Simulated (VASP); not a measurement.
# CaC2 (R-3m) in VASP: further runs, part 2 of 2

VASP 6.6.1.

**4. Single point, LDA**

Input file INCAR:

```
PREC = Accurate ; ENCUT = 520
EDIFF = 1E-6 ; ISMEAR = 0
SIGMA = 0.02 ; LREAL = F
LASPH = T ; NELM = 100
ALGO = Normal ; ISIF = 2
LWAVE = F ; LCHARG = F
NBANDS = 16
```

Input file KPOINTS:

```
regular mesh
0
Gamma
  9 9 9
```

Input file POSCAR:

```
CaC2
1.0
    1.8851418975      1.0883871819      3.8525105244
   -1.8851418975      1.0883871819      3.8525105244
    0.0000000000     -2.1767743639      3.8525105244
Ca C
1 2
Direct
    0.0000000000      0.0000000000      0.0000000000
    0.5538702772      0.5538702772      0.5538702772
    0.4461297228      0.4461297228      0.4461297228
```

Potentials or basis: VASP PAW LDA potentials, release 64 (Ca_sv, C).

Started as:

```console
> cat potpaw_LDA.64/Ca_sv/POTCAR potpaw_LDA.64/C/POTCAR > POTCAR
> mpirun -np 1 vasp_std > vasp.out
```

OUTCAR:

```text
PREC = Accurate
   ENCUT = 520
   EDIFF = 1E-6
   ISMEAR = 0
   LREAL = F
   LASPH = T
   NELM = 100
   ISIF = 2

 ion  position               nearest neighbor table
   1  0.000  0.000  0.000-   2 2.54   3 2.54   2 2.54   2 2.54   3 2.54   3 2.54
   2  0.554  0.554  0.554-   3 1.25   1 2.54   1 2.54   1 2.54
   3  0.446  0.446  0.446-   2 1.25   1 2.54   1 2.54   1 2.54

  LATTYP: Found a trigonal (rhomboedric) cell.
 ALAT       =     4.4249501661
 COS(alpha) =     0.6370044348

  Lattice vectors:

 A1 = (   1.8851418975,   1.0883871819,   3.8525105244)
 A2 = (  -1.8851418975,   1.0883871819,   3.8525105244)
 A3 = (   0.0000000000,  -2.1767743639,   3.8525105244)

Analysis of symmetry for initial positions (statically):
=====================================================================
 Subroutine PRICEL returns:
 Original cell was already a primitive cell.

 Routine SETGRP: Setting up the symmetry group for a
 trigonal (rhombohedral) supercell.

 Subroutine GETGRP returns: Found 12 space group operations
 (whereof 12 operations were pure point group operations)
[... 161 lines left out ...]
  ext. energy  EPLUGINS =         0.00000000
  ---------------------------------------------------
  free energy    TOTEN  =       -22.04362390 eV

  energy without entropy =      -22.04362390  energy(sigma->0) =      -22.04362390

 E-fermi :   1.4721     XC(G=0):  -9.7960

 val. band max:        1.3112444619   @ k =   0.4444   0.4444   0.4444
 cond. band min:       3.8236016472   @ k =   0.4444   0.4444  -0.0000
 fundamental gap:      2.5123571852
 Fermi energy:         1.4721017538

 k-point     1 :       0.0000    0.0000    0.0000
  band No.  band energies     occupation
      1     -36.9879      2.00000
      2     -18.3877      2.00000
      3     -18.2205      2.00000
      4     -18.2205      2.00000
      5     -11.3163      2.00000
      6      -1.6996      2.00000
[... 433 lines left out ...]
      3     -18.3881      2.00000
      4     -18.2756      2.00000
      5     -10.9689      2.00000
      6      -2.3504      2.00000
[... 8 lines left out ...]
     15      10.3118      0.00000
     16      10.9485      0.00000

 [... further k-points ...]
[... 5 lines left out ...]
  --------------------------------------------------------------------------------------
  -------------------------------------------------------------------------------------
  Total        0.0905793      0.0905793      0.2051240     -0.0000000     -0.0000000      0.0000000
  in kB        3.0599689      3.0599689      6.9295402     -0.0000000     -0.0000000      0.0000000
  external PRESSURE =       4.3498260 kB  Pullay stress =       0.0000000 kB

 VOLUME and BASIS-vectors are now :
 -----------------------------------------------------------------------------
  energy-cutoff  :      520.00
  volume of cell :       47.43
      direct lattice vectors                 reciprocal lattice vectors
     1.885141898  1.088387182  3.852510524     0.265232023  0.153131780  0.086523666
    -1.885141898  1.088387182  3.852510524    -0.265232023  0.153131780  0.086523666
     0.000000000 -2.176774364  3.852510524     0.000000000 -0.306263560  0.086523666

 POSITION                                       TOTAL-FORCE (eV/Angst)
 -----------------------------------------------------------------------------------
      0.00000      0.00000      0.00000         0.000000     -0.000000      0.000000
      0.00000     -0.00000      6.40137        -0.000000     -0.000000      0.084731
      0.00000     -0.00000      5.15616        -0.000000      0.000000     -0.084731
 -----------------------------------------------------------------------------------
    total drift:                                0.000000      0.000000     -0.000000

  FREE ENERGIE OF THE ION-ELECTRON SYSTEM (eV)
  ---------------------------------------------------
  free  energy   TOTEN  =       -22.0436238960 eV

  energy  without entropy=      -22.0436238960  energy(sigma->0) =      -22.04362390
```

stdout:

```text
POSCAR found type information on POSCAR CaC
 POSCAR found :  2 types and       3 ions
 scaLAPACK will be used
 LDA part: xc-table for (Slater(with rela. corr.)+CA(PZ))
 , standard interpolation
 POSCAR, INCAR and KPOINTS ok, starting setup
 FFT: planning ... GRIDC
 FFT: planning ... GRID_SOFT
 FFT: planning ... GRID
 WAVECAR not read
 entering main loop
```

Wall time 41 s (1 thread of Intel Xeon 6975P-C (Granite Rapids), shared host); peak memory 0.2 GiB.

What came out:

| Item | Value |
| --- | --- |
| Free energy | -22.0436 eV |
| Pressure | 0.4 GPa |
| Largest force | 0.085 eV/Å |
| Band gap on the k mesh | 2.51 eV, indirect (least direct gap 3.80 eV) |

Forces on the atoms (eV/Å):
```
Ca   0.000  0.000  0.000
C    0.000  0.000  0.085
C    0.000  0.000 -0.085
```

**5. Relaxation of cell and atoms, LDA**

This run uses another cell than the first one, of 17.26 Å³/atom, 1.092 times its volume.

Input file INCAR:

```
SYSTEM = CaC2
PREC = Accurate ; ENCUT = 600
EDIFF = 1E-6 ; ISMEAR = 0
SIGMA = 0.02 ; LREAL = .FALSE.
LASPH = .TRUE. ; NELM = 100
ALGO = Normal ; ISIF = 3
LWAVE = .FALSE. ; LCHARG = .FALSE.
IBRION = 2 ; NSW = 100
EDIFFG = -0.005
```

Input file KPOINTS:

```
Automatic mesh
0
G
  9 9 9
  0 0 0
```

Input file POSCAR:

```
CaC2
1.0
    1.9443979843      1.1225986996      3.9538747767
   -1.9443979843      1.1225986996      3.9538747767
    0.0000000000     -2.2451973993      3.9538747767
Ca C
1 2
Direct
    0.0000000000      0.0000000000      0.0000000000
    0.5529150000      0.5529150000      0.5529150000
    0.4470850000      0.4470850000      0.4470850000
```

Started as:

```console
> cat potpaw_LDA.64/Ca_sv/POTCAR potpaw_LDA.64/C/POTCAR > POTCAR
> mpirun -np 1 vasp_std > vasp.out
```

Run time: 2.7 min. Hardware: 1 thread of Intel Xeon 6975P-C (Granite Rapids), shared host; peak memory 0.22 GiB.

It converged, with:

```yaml
Free_energy: -22.0511 eV
Relaxed_volume: 15.85 Å³/atom
Relaxed_cell: a = 4.429 Å, b = 4.429 Å, c = 4.429 Å, α = 50.43°, β = 50.43°, γ = 50.43°
Space_group_after_relaxing_to_0.05_Å: R-3m (No. 166)
Energy_gained_by_relaxing: 22.5 meV/atom
Ionic_steps: 8
Pressure_after_relaxing: 0.0 GPa
Largest_force_after_relaxing: 0.004 eV/Å
Band_gap_on_the_k_mesh: 2.51 eV, indirect (least direct gap 3.79 eV)
```

Forces on the atoms (eV/Å):
```
Ca   0.000  0.000  0.000
C    0.000  0.000  0.004
C    0.000  0.000 -0.004
```

Step by step:
| step | energy change (eV) | largest force (eV/Å) | pressure (GPa) | volume (Å³) |
| --- | --- | --- | --- | --- |
| 1 | 0.0000 | 0.3148 | -5.09 | 51.78 |
| 2 | 0.0965 | 5.8428 | 6.45 | 47.78 |
| 3 | -0.0236 | 1.3201 | -2.01 | 50.50 |
| 4 | -0.0592 | 0.5353 | -1.04 | 48.84 |
| 5 | -0.0676 | 0.0433 | -0.10 | 47.61 |
| 6 | -0.0676 | 0.0703 | -0.07 | 47.55 |
| 7 | -0.0675 | 0.1031 | 0.17 | 47.54 |
| 8 | -0.0676 | 0.0039 | 0.04 | 47.55 |

Final structure:
```xyz
3
Lattice="1.8867 1.0893 3.8559 -1.8867 1.0893 3.8559 0.0000 -2.1786 3.8559" Properties=species:S:1:pos:R:3 pbc="T T T"
Ca    0.0000    0.0000    0.0000
C     0.0000    0.0000    6.4069
C     0.0000    0.0000    5.1607
```

Levels at points of the mesh, in eV from the valence-band top:
```csv
k point,band 5,band 6,band 7,band 8,band 9,band 10,band 11,band 12,band 13
"(0.00, 0.00, 0.00)",-12.61,-3.00,-2.65,-0.86,-0.86,2.93,2.93,4.23,5.60
```

A k mesh can miss the band edges.

**6. Single point, LDA**

This run uses another cell than the first one, of 17.26 Å³/atom, 1.092 times its volume.

Input file INCAR:

```
  PREC = Accurate
  ENCUT = 520
  EDIFF = 1E-6
  ISMEAR = 0
  SIGMA = 0.1
  LREAL = False
  LASPH = True
  NELM = 100
  ALGO = Normal
  ISIF = 2
  LWAVE = False
  LCHARG = True
  GGA = CA
  LELF = True
  LVHAR = True
  NBANDS = 16
```

Input file KPOINTS:

```
regular mesh
0
Gamma
  6 6 6
```

POSCAR is that of step 5.

Potentials or basis: VASP PAW LDA potentials, release 64 (Ca_sv, C).

Started as:

```console
> cat potpaw_LDA.64/Ca_sv/POTCAR potpaw_LDA.64/C/POTCAR > POTCAR
> mpirun -np 1 vasp_std > vasp.out
```

It took 19 s on 1 thread of Intel Xeon 6975P-C (Granite Rapids), shared host; peak memory 0.17 GiB.

Results (log left out):

```
Free energy            : -21.9805 eV
Pressure               : -5.0 GPa
Largest force          : 0.308 eV/Å
Band gap on the k mesh : 2.53 eV, indirect (least direct gap 3.83 eV)
```

Forces on the atoms (eV/Å):
```
Ca   0.000  0.000  0.000
C    0.000  0.000 -0.308
C    0.000  0.000  0.308
```

Stress tensor (GPa, compression positive):
```
-4.61  0.00  0.00
 0.00 -4.61  0.00
 0.00  0.00 -5.76
```

Levels at points of the mesh, in eV from the valence-band top:
```
           k point  band 7  band 8  band 9  band 10  band 11  band 12
(0.00, 0.00, 0.00)   -2.70   -0.81   -0.81     3.03     3.03     4.11
(0.50, 0.00, 0.00)   -2.77   -1.54   -1.16     4.92     4.98     5.10
(0.50, 0.50, 0.00)   -2.10   -1.31   -1.31     2.53     3.95     4.64
(0.50, 0.50, 0.50)   -1.50   -1.50    0.00     5.52     5.61     5.81
```

**7. The runs side by side**

```csv
task,cell,k mesh,cutoff (eV),smearing,gap on the mesh (eV),pressure (GPa),relaxed volume (Å³/atom),largest force (eV/Å)
single point,"a = 4.425 Å, angles 50.4°, 3 atoms",9 × 9 × 9,520,gaussian 0.02 eV,2.51,0.4,-,0.08
relaxation of cell and atoms,"relaxed from a = 4.425 Å, angles 50.4°, 3 atoms",9 × 9 × 9,600,gaussian 0.02 eV,2.52,0.0,15.86,-
relaxation of cell and atoms,"relaxed from a = 4.547 Å, angles 50.6°, 3 atoms",9 × 9 × 9,600,gaussian 0.02 eV,2.51,0.0,15.85,-
single point,"a = 4.547 Å, angles 50.6°, 3 atoms",6 × 6 × 6,520,gaussian 0.1 eV,2.53,-5.0,-,0.31
```

Alike in all rows: level LDA; potentials or basis VASP PAW LDA potentials, release 64 (Ca_sv, C); no spin polarisation.

Total energies depend on the potentials used, so only differences within one code and one set of settings carry meaning.
